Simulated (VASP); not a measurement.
# BAs (F-43m) in VASP: single point with LDA

Aim: the single point of BAs with LDA.

Everything below comes from runs of VASP 6.6.1. Logs are shortened: lines on timing, memory, paths and dates and some standing lists are left out, and cuts for length are marked.

## (1) The cell of the first run

It takes space group F-43m (No. 216, cubic). Conventional cell: a = 4.732 Å, b = 4.732 Å, c = 4.732 Å, α = 90.00°, β = 90.00°, γ = 90.00°. Within 2.7 Å of B (site symmetry -43m) lie 4 As at 2.05 Å. Within 2.7 Å of As (site symmetry -43m) lie 4 B at 2.05 Å.

## (2) Single point, LDA

File INCAR:

```
SYSTEM = BAs
ALGO = Normal
EDIFF = 1E-6
ENCUT = 1230
GGA = CA
GGA_COMPAT = .False.
ISIF = 2
ISMEAR = 0
LASPH = .True.
LCHARG = .True.
LELF = .True.
LREAL = .False.
LVHAR = .True.
LWAVE = .False.
NBANDS = 16
NELM = 120
PREC = Accurate
SIGMA = 0.01
```

File KPOINTS:

```
k-points
0
Gamma
  8 8 8
  0 0 0
```

File POSCAR:

```
BAs
1.0
    0.0000000000      2.3659340278      2.3659340278
    2.3659340278      0.0000000000      2.3659340278
    2.3659340278      2.3659340278      0.0000000000
B As
1 1
Direct
    0.0000000000      0.0000000000      0.0000000000
    0.2500000000      0.2500000000      0.2500000000
```

Potentials or basis: VASP PAW LDA potentials, release 64 (B_h, As_d).

On the command line:

```sh
cat potpaw_LDA.64/B_h/POTCAR potpaw_LDA.64/As_d/POTCAR > POTCAR
mpirun -np 1 vasp_std > vasp.out
```

OUTCAR:

```text
SYSTEM = BAs
   EDIFF = 1E-6
   ENCUT = 1230
   GGA = CA
   ISIF = 2
   ISMEAR = 0
   LASPH = .True.
   LREAL = .False.
   NELM = 120
   PREC = Accurate

 ion  position               nearest neighbor table
   1  0.000  0.000  0.000-   2 2.05   2 2.05   2 2.05   2 2.05
   2  0.250  0.250  0.250-   1 2.05   1 2.05   1 2.05   1 2.05

  LATTYP: Found a face centered cubic cell.
 ALAT       =     4.7318680556

  Lattice vectors:

 A1 = (   0.0000000000,   2.3659340278,   2.3659340278)
 A2 = (   2.3659340278,   0.0000000000,   2.3659340278)
 A3 = (   2.3659340278,   2.3659340278,   0.0000000000)

Analysis of symmetry for initial positions (statically):
=====================================================================
 Subroutine PRICEL returns:
 Original cell was already a primitive cell.

 Routine SETGRP: Setting up the symmetry group for a
 face centered cubic supercell.

 Subroutine GETGRP returns: Found 24 space group operations
 (whereof 24 operations were pure point group operations)
 out of a pool of 48 trial point group operations.

The static configuration has the point symmetry T_d .

Analysis of symmetry for dynamics (positions and initial velocities):
=====================================================================
 Subroutine PRICEL returns:
 Original cell was already a primitive cell.

 Routine SETGRP: Setting up the symmetry group for a
 face centered cubic supercell.

 Subroutine GETGRP returns: Found 24 space group operations
 (whereof 24 operations were pure point group operations)
 out of a pool of 48 trial point group operations.

The dynamic configuration has the point symmetry T_d .

 Subroutine INISYM returns: Found 24 space group operations
 (whereof 24 operations are pure point group operations),
 and found     1 'primitive' translations

----------------------------------------------------------------------------------------

                                     Primitive cell

  volume of cell :      26.4873

  direct lattice vectors                    reciprocal lattice vectors
     0.000000000  2.365934028  2.365934028    -0.211333027  0.211333027  0.211333027
     2.365934028  0.000000000  2.365934028     0.211333027 -0.211333027  0.211333027
     2.365934028  2.365934028  0.000000000     0.211333027  0.211333027 -0.211333027

  length of vectors
     3.345935990  3.345935990  3.345935990     0.366039540  0.366039540  0.366039540

  position of ions in fractional coordinates (direct lattice)
[... 74 lines left out ...]
   LNONCOLLINEAR =      F non collinear calculations
   LSORBIT =      F    spin-orbit coupling
   LASPH  =      T    aspherical Exc in radial PAW
   ENCUT  = 1230.0 eV  90.40 Ry    9.51 a.u.   9.57  9.57  9.57*2*pi/ulx,y,z
   NELM   =    120;   NELMIN=  2; NELMDL= -5     # of ELM steps
   EDIFF  = 0.1E-05   stopping-criterion for ELM
   LREAL  =      F    real-space projection
   EDIFFG = 0.1E-04   stopping-criterion for IOM
   NSW    =      0    number of steps for IOM
   IBRION =     -1    ionic relax: 0-MD 1-quasi-New 2-CG
   NFREE  =      0    steps in history (QN), initial steepest desc. (CG)
   ISIF   =      2    stress and relaxation
   ISYM   =      2    0-nonsym 1-usesym 2-fastsym
   POTIM  = 0.5000    time-step for ionic-motion
   TEBEG  =    0.0;   TEEND  =   0.0 temperature during run
   PSTRESS=    0.0 pullay stress
   NELECT =      18.0000    total number of electrons
   NUPDOWN=      -1.0000    fix difference up-down
   EMIN   =  10.00;   EMAX   =-10.00  energy-range for DOS
   EFERMI =   0.00;   METHOD = LEGACY
   ISMEAR =     0;   SIGMA  =   0.01  broadening in eV -4-tet -1-fermi 0-gaus
   EFERMI_NEDOS =   21; number of points for ismear=-14 and -15
   IALGO  =     38    algorithm
   IMIX   =      4    mixing-type and parameters
     AMIX     =   0.40;   BMIX     =  1.00
     AMIX_MAG =   1.60;   BMIX_MAG =  1.00
  volume/ion in A,a.u.               =      13.24        89.37
  Fermi-wavevector in a.u.,A,eV,Ry     =   1.439306  2.719893 28.185840  2.071601
  Thomas-Fermi vector in A             =   2.558176
   LORBIT       =      0    0 simple, 1 ext, 2 COOP (PROOUT), +10 PAW based schemes
   GGA     = CA    functional components
   LHFCALC =     F    Hartree Fock is set to
   AEXX    =    0.0000 exact exchange contribution
   IVDW    =     0    specifies the selected vdW correction
   LEPSILON=     F    determine dielectric tensor
   LRPA    =     F    only Hartree local field effects (RPA)
 non-spin polarized calculation
 Gauss-broadening in eV      SIGMA  =   0.01
  energy-cutoff  :     1230.00
  volume of cell :       26.49
 maximum number of plane-waves:      2637
 NGX is ok and might be reduce to    40
   NGX = 19   NGY = 19   NGZ = 19

 number of electron      18.0000001 magnetization

 Free energy of the ion-electron system (eV)
  ---------------------------------------------------
  ext. energy  EPLUGINS =         0.00000000
  ---------------------------------------------------
  free energy    TOTEN  =       -12.94111907 eV

  energy without entropy =      -12.94111907  energy(sigma->0) =      -12.94111907

 E-fermi :   5.6467     XC(G=0): -11.6336

 val. band max:        5.4807512006   @ k =   0.0000   0.0000   0.0000
 cond. band min:       6.5986777370   @ k =   0.3750   0.3750   0.0000
 fundamental gap:      1.1179265364
 Fermi energy:         5.6466911982

 k-point     1 :       0.0000    0.0000    0.0000
  band No.  band energies     occupation
      1     -30.4351      2.00000
      2     -30.4351      2.00000
      3     -30.4351      2.00000
      4     -30.4080      2.00000
      5     -30.4080      2.00000
      6     -10.1577      2.00000
[... 433 lines left out ...]
      3     -30.4228      2.00000
      4     -30.4083      2.00000
      5     -30.4053      2.00000
      6      -6.6183      2.00000
[... 8 lines left out ...]
     15      19.9399      0.00000
     16      20.8499      0.00000

 [... further k-points ...]
[... 5 lines left out ...]
  --------------------------------------------------------------------------------------
  -------------------------------------------------------------------------------------
  Total        0.0587775      0.0587775      0.0587775     -0.0000000      0.0000000     -0.0000000
  in kB        3.5553606      3.5553606      3.5553606     -0.0000000      0.0000000     -0.0000000
  external PRESSURE =       3.5553606 kB  Pullay stress =       0.0000000 kB

 VOLUME and BASIS-vectors are now :
 -----------------------------------------------------------------------------
  energy-cutoff  :     1230.00
  volume of cell :       26.49
      direct lattice vectors                 reciprocal lattice vectors
     0.000000000  2.365934028  2.365934028    -0.211333027  0.211333027  0.211333027
     2.365934028  0.000000000  2.365934028     0.211333027 -0.211333027  0.211333027
     2.365934028  2.365934028  0.000000000     0.211333027  0.211333027 -0.211333027

 POSITION                                       TOTAL-FORCE (eV/Angst)
 -----------------------------------------------------------------------------------
      0.00000      0.00000      0.00000        -0.000000     -0.000000     -0.000000
      1.18297      1.18297      1.18297         0.000000      0.000000      0.000000
 -----------------------------------------------------------------------------------
    total drift:                                0.000000      0.000000      0.000000

  FREE ENERGIE OF THE ION-ELECTRON SYSTEM (eV)
  ---------------------------------------------------
  free  energy   TOTEN  =       -12.9411190654 eV

  energy  without entropy=      -12.9411190654  energy(sigma->0) =      -12.94111907
```

OSZICAR:

```text
N       E                     dE             d eps       ncg     rms          rms(c)
DAV:   1     0.127509935338E+03    0.12751E+03   -0.12557E+04  1024   0.766E+03
DAV:   2     0.105145018732E+01   -0.12646E+03   -0.11847E+03  1040   0.862E+02
DAV:   3    -0.132120563808E+02   -0.14264E+02   -0.14165E+02  1104   0.115E+02
DAV:   4    -0.137155740990E+02   -0.50352E+00   -0.50336E+00  1152   0.226E+01
DAV:   5    -0.137256169659E+02   -0.10043E-01   -0.10043E-01  1136   0.379E+00    0.571E+00
DAV:   6    -0.130395557349E+02    0.68606E+00   -0.93050E-01  1360   0.655E+00    0.273E+00
DAV:   7    -0.129529901429E+02    0.86566E-01   -0.17593E-01  1216   0.284E+00    0.964E-01
DAV:   8    -0.129412422854E+02    0.11748E-01   -0.22210E-02  1272   0.189E+00    0.130E-01
DAV:   9    -0.129411303002E+02    0.11199E-03   -0.99172E-04  1160   0.588E-01    0.472E-02
DAV:  10    -0.129411205058E+02    0.97944E-05   -0.17822E-04  1232   0.322E-01    0.182E-02
DAV:  11    -0.129411200917E+02    0.41412E-06   -0.13878E-05  1264   0.630E-02    0.104E-02
DAV:  12    -0.129411190513E+02    0.10404E-05   -0.32314E-06   896   0.491E-02    0.163E-03
DAV:  13    -0.129411190654E+02   -0.14153E-07   -0.13574E-07   736   0.389E-03
   1 F= -.12941119E+02 E0= -.12941119E+02  d E =-.854238-124
```

stdout:

```text
POSCAR found type information on POSCAR B As
 POSCAR found :  2 types and       2 ions
 scaLAPACK will be used
 LDA part: xc-table for (Slater(with rela. corr.)+CA(PZ))
 , standard interpolation
 POSCAR, INCAR and KPOINTS ok, starting setup
 FFT: planning ... GRIDC
 FFT: planning ... GRID_SOFT
 FFT: planning ... GRID
 WAVECAR not read
 entering main loop
```

Run time: 51 s. Hardware: 1 thread of AMD EPYC 7R43 (Zen 3), shared host; peak memory 0.18 GiB.

What came out:

```
Free energy            : -12.9411 eV
Pressure               : 0.4 GPa
Band gap on the k mesh : 1.12 eV (least direct gap 3.29 eV)
```
